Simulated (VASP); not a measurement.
A run of VASP 6.6.1:

The input INCAR:

```
SYSTEM = Li
  ALGO = Normal
  EDIFF = 1E-6
  ENCUT = 520
  GGA = RE
  ISIF = 2
  ISMEAR = -1
  LASPH = .TRUE.
  LCHARG = .FALSE.
  LREAL = .FALSE.
  LWAVE = .FALSE.
  NBANDS = 8
  NELM = 80
  PREC = Accurate
  SIGMA = 0.05
```

File KPOINTS:

```
k-points
0
G
  11 11 11
  0 0 0
```

File POSCAR:

```
Li
1.0
   -1.7890636389      1.7890636389      1.7890636389
    1.7890636389     -1.7890636389      1.7890636389
    1.7890636389      1.7890636389     -1.7890636389
Li
1
Direct
    0.0000000000      0.0000000000      0.0000000000
```

Potentials or basis: VASP PAW PBE potentials, release 64 (Li_sv).

The run is started by

```sh
$ cat potpaw_PBE.64/Li_sv/POTCAR > POTCAR
$ mpirun -np 1 vasp_std > vasp.out
```

Hardware: 1 thread of Intel(R) Xeon(R) Platinum 8375C CPU @ 2.90GHz (Ice Lake), with other jobs on the host.

Question: How long does it take, and how much memory?

Answer: Run time: 4.8 s on 1 thread of Intel(R) Xeon(R) Platinum 8375C CPU @ 2.90GHz (Ice Lake) (shared host), peak memory 0.12 GiB. Counts: scf iterations 10, k points 56.
